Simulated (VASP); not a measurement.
## ScAgGe3: relaxation of cell and atoms with r2SCAN

Crystal: ScAgGe3.

```
CELL_PARAMETERS angstrom
4.43589 0.00000 0.00000
0.00000 4.43589 0.00000
0.00000 0.00000 4.43589
ATOMIC_POSITIONS crystal
Sc 0.00000 0.00000 0.00000
Ag 0.50000 0.50000 0.50000
Ge 0.00000 0.50000 0.50000
Ge 0.50000 0.00000 0.50000
Ge 0.50000 0.50000 0.00000
```

| Property | Result |
| --- | --- |
| Program | VASP 6.6.1 |
| Task | relaxation of cell and atoms |
| Functional | r2SCAN |
| Potentials or basis | VASP PAW PBE potentials, release 64 (Sc_sv, Ag, Ge_d) |
| Cutoff | 600 eV |
| k mesh | 4 × 4 × 4 |
| Occupations | gaussian, width 0.1 eV |
| Spin | no spin polarisation |
| Dipole correction | no |
| Further INCAR settings | ALGO = Normal; EDIFF = 1e-06; IBRION = 2; EDIFFG = -0.04; NSW = 90; ISIF = 3 |

The relaxed volume is 23.71 Å³/atom and the relaxed cell is a = 4.912 Å, b = 4.912 Å, c = 4.912 Å, α = 90.00°, β = 90.00°, γ = 90.00°. The space group after relaxing (to 0.1 Å) is Pm-3m (No. 221) and the energy gained by relaxing is 583.9 meV/atom. The ionic steps are 4 and the pressure after relaxing is 0.1 GPa. The band gap on the k mesh is zero (bands 32 and 33 overlap by 1.37 eV).

The path:
| step | energy change (eV) | largest force (eV/Å) | pressure (GPa) | volume (Å³) |
| --- | --- | --- | --- | --- |
| 1 | 0.0000 | 0.0000 | 38.73 | 87.29 |
| 2 | -1.7326 | 0.0000 | -8.95 | 152.18 |
| 3 | -2.9188 | 0.0000 | -0.29 | 119.25 |
| 4 | -2.9193 | 0.0000 | 0.10 | 118.54 |

Final structure:
```xyz
5
Lattice="4.9123 0.0000 0.0000 0.0000 4.9123 0.0000 0.0000 0.0000 4.9123" Properties=species:S:1:pos:R:3 pbc="T T T"
Sc    0.0000    0.0000    0.0000
Ag    2.4562    2.4562    2.4562
Ge    0.0000    2.4562    2.4562
Ge    2.4562    0.0000    2.4562
Ge    2.4562    2.4562    0.0000
```

Levels at points of the mesh, in eV from the Fermi level:
| k point | band 29 | band 30 | band 31 | band 32 | band 33 | band 34 |
| --- | --- | --- | --- | --- | --- | --- |
| (0.00, 0.00, 0.00) | -3.50 | -3.50 | 0.33 | 0.82 | 0.82 | 0.82 |
| (0.50, 0.00, 0.00) | -2.94 | -1.39 | -1.30 | 0.02 | 0.02 | 0.08 |
| (0.50, 0.50, 0.00) | -1.69 | -1.43 | -0.68 | -0.68 | -0.50 | -0.50 |
| (0.50, 0.50, 0.50) | -2.45 | -2.45 | -2.45 | 0.49 | 1.21 | 1.21 |

Run time: 6.5 min on 1 thread of Intel(R) Xeon(R) 6975P-C (Granite Rapids), on a shared host, peak memory 0.25 GiB.

Caveat: the volume moved by over 15 % at a fixed basis, so the end points are rough; the PAW data sets were made with another functional, which shifts forces and pressure a little.
